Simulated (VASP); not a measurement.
Wanted: the native input for a VASP 6.6.1 run.

```
Task                   : relaxation of cell and atoms
Functional             : PBE
Potentials or basis    : VASP PAW PBE potentials, release 64 (Zn, W_sv)
Cutoff                 : 600 eV
k mesh                 : 12 × 12 × 12
Occupations            : gaussian, width 0.1 eV
Spin                   : no spin polarisation
Dipole correction      : no
Further INCAR settings : ALGO = Fast; EDIFF = 1e-06; IBRION = 2; EDIFFG = -0.01; NSW = 100; ISIF = 3
```

The structure of ZnW lies in POSCAR:

```
ZnW
1.0
    0.0000000000      3.1303550390      3.1303550390
    3.1303550390      0.0000000000      3.1303550390
    3.1303550390      3.1303550390      0.0000000000
Zn W
2 2
Direct
    0.0000000000      0.0000000000      0.0000000000
    0.2500000000      0.2500000000      0.2500000000
    0.5000000000      0.5000000000      0.5000000000
    0.7500000000      0.7500000000      0.7500000000
```

The input as run:

INCAR

```
SYSTEM = ZnW
ALGO = Fast ; EDIFF = 1E-6
EDIFFG = -0.01 ; ENCUT = 600
GGA = PE ; IBRION = 2
ISIF = 3 ; ISMEAR = 0
LASPH = .TRUE. ; LCHARG = .FALSE.
LREAL = .FALSE. ; LWAVE = .FALSE.
NELM = 80 ; NSW = 100
PREC = Accurate ; SIGMA = 0.1
```

KPOINTS

```
k-points
0
G
  12 12 12
  0 0 0
```

Potentials or basis: VASP PAW PBE potentials, release 64 (Zn, W_sv).

Run with:

```bash
$ cat potpaw_PBE.64/Zn/POTCAR potpaw_PBE.64/W_sv/POTCAR > POTCAR
$ mpirun -np 1 vasp_std > vasp.out
```

It gave:

```json
{
  "Relaxed volume": "15.40 Å³/atom",
  "Relaxed cell": "a = 4.433 Å, b = 4.433 Å, c = 4.433 Å, α = 60.00°, β = 60.00°, γ = 60.00°",
  "Space group after relaxing (to 0.1 Å)": "Fd-3m (No. 227)",
  "Energy gained by relaxing": "0.1 meV/atom",
  "Ionic steps": "3",
  "Pressure after relaxing": "-0.1 GPa",
  "Band gap on the k mesh": "zero (bands 26 and 27 overlap by 2.12 eV)"
}
```

Caveat: spin-orbit coupling is left out, which moves the levels of the heavy elements.

It took 4.7 min on 1 thread of Intel(R) Xeon(R) Platinum 8488C (Sapphire Rapids), on a shared host, peak memory 0.31 GiB.
